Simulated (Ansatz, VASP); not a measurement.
## Y: VASP beside Ansatz

```xyz
2
Lattice="0.0000 3.5454 3.5454 3.5454 0.0000 3.5454 3.5454 3.5454 0.0000" Properties=species:S:1:pos:R:3 pbc="T T T"
Y     0.8864    0.8864    0.8864
Y     6.2045    6.2045    6.2045
```

Alike in both runs: functional PBE; k mesh 8 × 8 × 8; occupations fermi-dirac, width 0.1 eV; no spin polarisation.

Ansatz relaxed the structure, and its values are those at the end. VASP's run is a single point on that final structure, the one shown.

```csv
,VASP,Ansatz
version,VASP 6.6.1,Ansatz 0.2.0
potentials or method,"VASP PAW PBE potentials, release 64 (Y_sv), cutoff 520 eV","plane waves (420 eV) with PAW, scalar-relativistic"
valence electrons in the cell,22,22
```

|  | VASP | Ansatz | Ansatz less VASP |
| --- | --- | --- | --- |
| pressure (GPa) | 0.1 | 0.0 | -0.02 |

With one functional, cell and mesh, what is left measures potentials, basis and numerics.
